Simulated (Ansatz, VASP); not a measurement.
BaTe in VASP and in Ansatz

```
CELL_PARAMETERS angstrom
0.00000 3.53239 3.53239
3.53239 0.00000 3.53239
3.53239 3.53239 0.00000
ATOMIC_POSITIONS crystal
Ba 0.00000 0.00000 0.00000
Te 0.50000 0.50000 0.50000
```

Alike in both runs: task single point; functional PBE; k mesh 6 × 6 × 6; no spin polarisation.

|  | VASP | Ansatz |
| --- | --- | --- |
| version | VASP 6.6.1 | Ansatz 0.2.0 |
| potentials or method | VASP PAW PBE potentials, release 64 (Ba_sv, Te) | plane waves, PAW |
| plane-wave cutoff (eV) | 520 | 420 |
| occupations | gaussian, width 0.01 eV | fixed |
| valence electrons in the cell | 16 | 26 |

Ansatz gave:

| Quantity | Value |
| --- | --- |
| gap on the k mesh at the Fermi level (eV) | 1.65 |
| pressure (GPa) | 0.0 |

Q: What did VASP give for the same quantities?

A: gap on the k mesh at the Fermi level (eV): 1.58; pressure (GPa): 0.3.

VASP's potentials hold 16 valence electrons a cell and Ansatz's 26, so a difference there can come from the potentials and not from the codes.

Spin-orbit coupling is off throughout.
